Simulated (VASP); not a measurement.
Set up this calculation in VASP 6.6.1, as the native input.

| Property | Result |
| --- | --- |
| Task | single point |
| Functional | PBEsol |
| Potentials or basis | VASP PAW PBE potentials, release 64 (K_sv, I) |
| Cutoff | 520 eV |
| k mesh | 6 × 6 × 6 |
| Occupations | gaussian, width 0.05 eV |
| Spin | no spin polarisation |
| Dipole correction | no |
| Further INCAR settings | ALGO = Normal; EDIFF = 1e-06; NBANDS = 15 |

The structure of KI lies in POSCAR:

```
KI
1.0
    0.0000000000      3.6655320000      3.2425860000
    3.6655320000      0.0000000000      3.2425860000
    3.6655320000      3.6655320000      0.0000000000
K I
1 1
Direct
    0.0000000000      0.0000000000      0.0000000000
    0.5000000000      0.5000000000      0.5000000000
```

This cell differs from its parent crystal: strain +0.040 along x and y, -0.080 along z.

One way to write it, as run:

INCAR

```
SYSTEM = KI
ALGO = Normal
EDIFF = 1E-6
ENCUT = 520
GGA = PS
ISIF = 2
ISMEAR = 0
LASPH = .TRUE.
LCHARG = .FALSE.
LREAL = .FALSE.
LWAVE = .FALSE.
NBANDS = 15
NELM = 80
PREC = Accurate
SIGMA = 0.05
```

KPOINTS

```
k-points
0
G
  6 6 6
  0 0 0
```

Potentials or basis: VASP PAW PBE potentials, release 64 (K_sv, I).

Run with:

```bash
$ cat potpaw_PBE.64/K_sv/POTCAR potpaw_PBE.64/I/POTCAR > POTCAR
$ mpirun -np 1 vasp_std > vasp.out
```

It gave:

```
Pressure               : 0.5 GPa
Band gap on the k mesh : 3.77 eV
```

Caveat: the cell differs from its parent crystal (strain +0.040 along x and y, -0.080 along z); the PAW data sets were made with another functional, which shifts forces and pressure a little; spin-orbit coupling is left out, which moves the levels of the heavy elements.

It took 46 s on 1 thread of AMD EPYC 7R43 64-Core Processor (Zen 3), on a shared host, peak memory 0.19 GiB.
